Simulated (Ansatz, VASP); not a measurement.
# EuS in VASP and in Ansatz

Contents of INCAR:

```
ALGO = Normal ; EDIFF = 1E-6
ENCUT = 600 ; GGA = PE
GGA_COMPAT = F ; ISIF = 2
ISMEAR = 0 ; ISPIN = 2
LASPH = T ; LCHARG = F
LDAU = T ; LDAUJ = 0 0
LDAUL = 3 -1 ; LDAUPRINT = 1
LDAUTYPE = 2 ; LDAUU = 6 0
LMAXMIX = 6 ; LORBIT = 11
LREAL = F ; LWAVE = F
MAGMOM = 7.56 0 ; NBANDS = 22
NELM = 200 ; PREC = Accurate
SIGMA = 0.05
```

KPOINTS

```
k-points
0
Gamma
  5 5 5
```

POSCAR

```
EuS
1.0
    4.2330618779      0.0000000000      0.0000000000
   -2.1165309389      3.6659391220      0.0000000000
    2.1165309389      1.2219797073      3.4562805501
Eu S
1 1
Direct
    0.0000000000      0.5000000000      0.5000000000
    0.0000000000      0.0000000000      0.0000000000
```

Input for Ansatz:

```yaml
crystal:
  lattice:
    - [4.2330618779, 0.0, 0.0]
    - [-2.1165309389, 3.665939122, 0.0]
    - [2.1165309389, 1.2219797073, 3.4562805501]
  atoms:
    - { symbol: Eu, position: [0.0, 0.5, 0.5], spin: 7.56 }
    - { symbol: S, position: [0.0, 0.0, 0.0] }
basis:
  ecutwfc: 420
kpoints:
  mp_grid: { grid: [5, 5, 5] }
hamiltonian:
  xc: pbe
  hubbard: { sites: [{ species: Eu, l: f, u_eff: 6.0 }] }
scf:
  occupations: { method: gaussian, width: 0.05 }
output:
  forces: true
  stress: true
  eigenvalues: true
  hubbard: { sites: [{ species: Eu, l: f }] }
  populations: true
magnetization:
  spin_polarized: true
```

Alike in both runs: task single point; functional PBE; k mesh 5 × 5 × 5; occupations gaussian, width 0.05 eV; collinear spin; Hubbard terms Eu f U = 6.0 eV.

|  | VASP | Ansatz |
| --- | --- | --- |
| version | VASP 6.6.1 | Ansatz 0.2.0 |
| potentials or method | VASP PAW PBE potentials, release 64 (Eu, S), cutoff 600 eV | scalar-relativistic, plane waves, PAW |
| valence electrons in the cell | 23 | 23 |

|  | VASP | Ansatz | Ansatz less VASP |
| --- | --- | --- | --- |
| gap on the k mesh at the Fermi level (eV) | 0.64 | 0.92 | +0.281 |
| least direct gap on the mesh (eV) | 0.91 | 1.34 | +0.436 |
| pressure (GPa) | 0.4 | 0.1 | -0.31 |
| net moment per atom (μB) | 3.50 | 3.50 | 0.000 |
| size of the moment on the site where the two differ most (μB) | 6.72 | 6.87 | +0.146 |

Site moments also hang on the region over which each program counts them. The programs project onto different local orbitals, so the same U acts differently, and such runs can settle in different states. Ansatz's warnings: given moment on shells, stability check not made.

Spin-orbit coupling is off throughout.
